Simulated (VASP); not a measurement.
MnPt, 2 atoms in the cell. The structure is tetragonal, space group P4/mmm (No. 123). Conventional cell: a = 2.876 Å, b = 2.876 Å, c = 3.488 Å, α = 90.00°, β = 90.00°, γ = 90.00°. Mn (site symmetry 4/mmm) has 8 Pt at 2.68 Å and 6 Mn at 2.88 to 3.49 Å within 3.5 Å. Pt (site symmetry 4/mmm) has 8 Mn at 2.68 Å and 6 Pt at 2.88 to 3.49 Å within 3.5 Å. 

```yaml
Program: VASP 6.6.1
Task: single point
Functional: PBEsol
Potentials_or_basis: VASP PAW PBE potentials, release 64 (Mn_pv, Pt)
Cutoff: 520 eV
k_mesh: 14 × 14 × 12
Occupations: gaussian, width 0.1 eV
Spin: collinear spin, ferromagnetic start
Starting_moments: "[4.02, 0.41] μB"
Dipole_correction: no
Further_INCAR_settings: ALGO = Fast; EDIFF = 1e-07; NBANDS = 22
```

Potentials or basis: VASP PAW PBE potentials, release 64 (Mn_pv, Pt).

Run with:

```sh
$ cat potpaw_PBE.64/Mn_pv/POTCAR potpaw_PBE.64/Pt/POTCAR > POTCAR
$ mpirun -np 1 vasp_std > vasp.out
```

Hardware: 1 thread of AMD EPYC 9R45 96-Core Processor (Zen 5), with other jobs on the host.

Estimate the wall time of this run.

Wall time 3.5 min on 1 thread of AMD EPYC 9R45 96-Core Processor (Zen 5) (shared host), peak memory 0.32 GiB. Counts: scf iterations 17, k points 252.
